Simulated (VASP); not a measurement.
Here is a VASP 6.6.1 calculation.

The input INCAR:

```
SYSTEM = InAs2
PREC = Accurate ; ENCUT = 520
EDIFF = 1E-6 ; ISMEAR = 0
SIGMA = 0.1 ; LREAL = .False.
LASPH = .True. ; NELM = 100
ALGO = Normal ; ISIF = 2
LWAVE = .False. ; LCHARG = .False.
GGA = PE ; NBANDS = 18
```

File KPOINTS:

```
Automatic mesh
0
Gamma
  6 6 6
  0 0 0
```

Contents of POSCAR:

```
InAs2
1.0
    1.8670159364      1.0779221535      5.6388657347
   -1.8670159364      1.0779221535      5.6388657347
    0.0000000000     -2.1558443069      5.6388657347
In As
1 2
Direct
    0.0000000000      0.0000000000      0.0000000000
    0.7500000000      0.7500000000      0.7500000000
    0.2500000000      0.2500000000      0.2500000000
```

Potentials or basis: VASP PAW PBE potentials, release 64 (In_d, As).

Launch:

```bash
$ cat potpaw_PBE.64/In_d/POTCAR potpaw_PBE.64/As/POTCAR > POTCAR
$ mpirun -np 1 vasp_std > vasp.out
```

Task: Estimate the pressure.

Result: 14.1 GPa.

Task: Predict the largest force.

Result: 2.455 eV/Å.

Task: Predict the band gap on the k mesh.

Result: Zero (an odd number of electrons rules out a gap without spin polarisation).

Stress tensor (GPa, compression positive):
```
16.14  0.00  0.00
 0.00 16.14  0.00
 0.00  0.00 10.18
```

Caveat: the stress differs along the axes, from 10 to 16 GPa; spin-orbit coupling is left out, which moves the levels of the heavy elements; an odd number of electrons without spin polarisation forces a metal; a magnetic or distorted state may lie lower.
